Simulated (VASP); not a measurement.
Input of a VASP 6.6.1 run:

Contents of INCAR:

```
PREC     = Accurate       # precision mode
ENCUT    = 600            # plane-wave cutoff, eV
EDIFF    = 1E-6           # SCF threshold, eV
ISMEAR   = 0              # smearing method
SIGMA    = 0.01           # smearing width, eV
LREAL    = F              # projectors in reciprocal space
LASPH    = T              # aspherical terms in the spheres
NELM     = 100            # most SCF steps
ALGO     = Normal         # electronic algorithm
ISIF     = 3              # what is computed and relaxed
LWAVE    = F              # write WAVECAR
LCHARG   = F              # write CHGCAR
GGA      = PE             # functional
IBRION   = 2              # ionic algorithm
NSW      = 80             # ionic steps
EDIFFG   = -0.001         # ionic threshold
```

File KPOINTS:

```
regular mesh
0
Gamma
  8 8 8
```

POSCAR

```
ZnSe
1.0
    0.0000000000      2.8659201440      2.8659201440
    2.8659201440      0.0000000000      2.8659201440
    2.8659201440      2.8659201440      0.0000000000
Zn Se
1 1
Direct
    0.0000000000      0.0000000000      0.0000000000
    0.7500000000      0.7500000000      0.7500000000
```

Potentials or basis: VASP PAW PBE potentials, release 64 (Zn, Se).

The run is started by

```bash
$ cat potpaw_PBE.64/Zn/POTCAR potpaw_PBE.64/Se/POTCAR > POTCAR
$ mpirun -np 1 vasp_std > vasp.out
```

Task: What does it give for the space group after relaxing (to 0.05 Å)?

Result: F-43m (No. 216).

Task: What does it give for the relaxed cell?

Result: a = 4.058 Å, b = 4.058 Å, c = 4.058 Å, α = 60.00°, β = 60.00°, γ = 60.00°.

Final structure:
```
Zn Se
1.0
     0.00000    2.86946    2.86946
     2.86946    0.00000    2.86946
     2.86946    2.86946    0.00000
Zn Se
1 1
Cartesian
  2.8695 5.7389 2.8695
  4.3042 4.3042 4.3042
```

PBE usually gives volumes a little too large and moduli too small. Zero-point motion and thermal expansion aren't in these numbers.
